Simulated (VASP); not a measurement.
Set up this calculation in VASP 6.6.1, as the native input.

```yaml
Task: single point
Functional: PBE
Potentials_or_basis: VASP PAW PBE potentials, release 64 (B, Bi_d)
Cutoff: 520 eV
k_mesh: 12 × 12 × 4
Occupations: fermi-dirac, width 0.02 eV
Spin: no spin polarisation
Dipole_correction: no
Further_INCAR_settings: ALGO = Normal; EDIFF = 1e-07; NBANDS = 26
```

The structure of BiB lies in POSCAR:

```
BiB
1.0
    3.6371209351      0.0000000000      0.0000000000
   -1.8185604675      3.1498391264      0.0000000000
    0.0000000000      0.0000000000      6.4606040342
B Bi
2 2
Direct
    0.3333333333      0.6666666667      0.0051456707
    0.6666666667      0.3333333333      0.5051456707
    0.3333333333      0.6666666667      0.3698543293
    0.6666666667      0.3333333333      0.8698543293
```

This cell differs from its parent crystal: epitaxial xy strain -5.9%.

The input as run:

INCAR

```
ALGO = Normal
EDIFF = 1E-7
ENCUT = 520
GGA = PE
ISIF = 2
ISMEAR = -1
LASPH = T
LCHARG = T
LELF = T
LREAL = F
LVHAR = T
LWAVE = F
NBANDS = 26
NELM = 80
PREC = Accurate
SIGMA = 0.02
```

KPOINTS

```
k-points
0
Gamma
  12 12 4
```

Potentials or basis: VASP PAW PBE potentials, release 64 (B, Bi_d).

Launch:

```console
$ cat potpaw_PBE.64/B/POTCAR potpaw_PBE.64/Bi_d/POTCAR > POTCAR
$ mpirun -np 1 vasp_std > vasp.out
```

It gave:

```
Pressure               : 12.4 GPa
Largest force          : 0.039 eV/Å
Band gap on the k mesh : 0.22 eV, direct
```

Caveat: the cell differs from its parent crystal (epitaxial xy strain -5.9%); spin-orbit coupling is left out, which moves the levels of the heavy elements.

Run time: 70 s on 1 thread of Intel(R) Xeon(R) Platinum 8375C CPU @ 2.90GHz (Ice Lake), on a shared host, peak memory 0.24 GiB.
